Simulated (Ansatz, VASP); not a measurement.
# Ru: VASP beside Ansatz

```
Ru
1.0
     2.72372    0.00000    0.00000
    -1.36186    2.35881    0.00000
     0.00000    0.00000    4.31026
Ru
2
Direct
  0.66667 0.33333 0.75000
  0.33333 0.66667 0.25000
```

Alike in both runs: task single point; functional r2SCAN; k mesh 11 × 11 × 6; occupations fermi-dirac, width 0.05 eV; no spin polarisation.

|  | VASP | Ansatz |
| --- | --- | --- |
| version | VASP 6.6.1 | Ansatz 0.2.0 |
| potentials or method | VASP PAW PBE potentials, release 64 (Ru_pv) | Ansatz PAW |
| plane-wave cutoff (eV) | 520 | 500 |
| valence electrons in the cell | 28 | 32 |

|  | VASP | Ansatz | Ansatz less VASP |
| --- | --- | --- | --- |
| gap on the k mesh at the Fermi level (eV) | none | none | - |
| pressure (GPa) | -6.9 | -8.2 | -1.35 |
| traceless stress, the component that is largest in VASP (GPa) | -0.81 | -0.91 | -0.100 |

VASP's potentials were made for PBE, not for r2SCAN. A gap of «none» marks a metal or a gap that the smearing closes. The functional is the same, so the differences come from potentials, cutoffs and numerics. VASP's potentials hold 28 valence electrons a cell and Ansatz's 32, so a difference there can come from the potentials and not from the codes.
